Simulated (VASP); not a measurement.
AlN: single point with PBE

AlN:

```
CELL_PARAMETERS angstrom
0.00000 2.01887 2.05925
2.01887 0.00000 2.05925
2.01887 2.01887 0.00000
ATOMIC_POSITIONS crystal
Al 0.00000 0.00000 0.00000
N 0.50000 0.50000 0.50000
```

This cell differs from its parent crystal: uniaxial z strain +2.0%.

```json
{
  "Program": "VASP 6.6.1",
  "Task": "single point",
  "Functional": "PBE",
  "Potentials or basis": "VASP PAW PBE potentials, release 64 (Al, N)",
  "Cutoff": "520 eV",
  "k mesh": "10 × 10 × 10",
  "Occupations": "fermi-dirac, width 0.02 eV",
  "Spin": "no spin polarisation",
  "Dipole correction": "no",
  "Further INCAR settings": "ALGO = Normal; EDIFF = 1e-06; NBANDS = 11"
}
```

```yaml
Pressure: 1.0 GPa
Band_gap_on_the_k_mesh: 4.31 eV, indirect (least direct gap 5.36 eV)
```

Stress tensor (GPa, compression positive):
```
 2.72  0.00  0.00
 0.00  2.72  0.00
 0.00  0.00 -2.30
```

Levels at points of the mesh, in eV from the valence-band top:
```
           k point  band 1  band 2  band 3  band 4  band 5  band 6  band 7  band 8
(0.00, 0.00, 0.00)  -17.50   -0.14   -0.14    0.00    5.36   11.85   12.12   12.12
(0.50, 0.00, 0.00)  -14.31   -8.30   -1.18   -1.10    5.93   10.58   11.01   12.97
(0.50, 0.50, 0.00)  -13.46   -7.42   -2.75   -2.75    4.50    5.36   13.60   17.06
(0.50, 0.00, 0.50)  -13.29   -7.34   -3.02   -2.77    4.31    5.18   13.85   16.52
```

Wall time 11 s on 1 thread of AMD EPYC 9R45 96-Core Processor (Zen 5), on a shared host, peak memory 0.11 GiB.

Caveat: the cell differs from its parent crystal (uniaxial z strain +2.0%). A k mesh can miss the band edges.
